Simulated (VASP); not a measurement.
## KTaO3: single point with LDA

The system is KTaO3.

```
CELL_PARAMETERS angstrom
4.06652 0.00000 0.00000
0.00000 4.06652 0.00000
0.00000 0.00000 4.06652
ATOMIC_POSITIONS crystal
Ta 0.00000 0.00000 0.00000
K 0.50000 0.50000 0.50000
O 0.00000 0.00000 0.50000
O 0.00000 0.50000 0.00000
O 0.50000 0.00000 0.00000
```

```yaml
Program: VASP 6.6.1
Task: single point
Functional: LDA
Potentials_or_basis: VASP PAW LDA potentials, release 64 (Ta_pv, K_sv, O)
Cutoff: 520 eV
k_mesh: 7 × 7 × 7
Occupations: fermi-dirac, width 0.05 eV
Spin: no spin polarisation
```

| Item | Value |
| --- | --- |
| Pressure | -14.5 GPa |
| Band gap on the k mesh | 1.96 eV (least direct gap 2.55 eV) |

Levels at points of the mesh, in eV from the valence-band top:
| k point | band 17 | band 18 | band 19 | band 20 | band 21 | band 22 |
| --- | --- | --- | --- | --- | --- | --- |
| (0.00, 0.00, 0.00) | -0.59 | -0.59 | -0.59 | 1.96 | 1.96 | 1.96 |

It took 52 s on 1 thread of Intel Xeon 8259CL, with other jobs on the host, peak memory 0.17 GiB.

Caveat: the cell stands under tension; spin-orbit coupling is left out, which moves the levels of the heavy elements; an odd mesh through Γ misses points on the zone boundary, where band edges can lie.
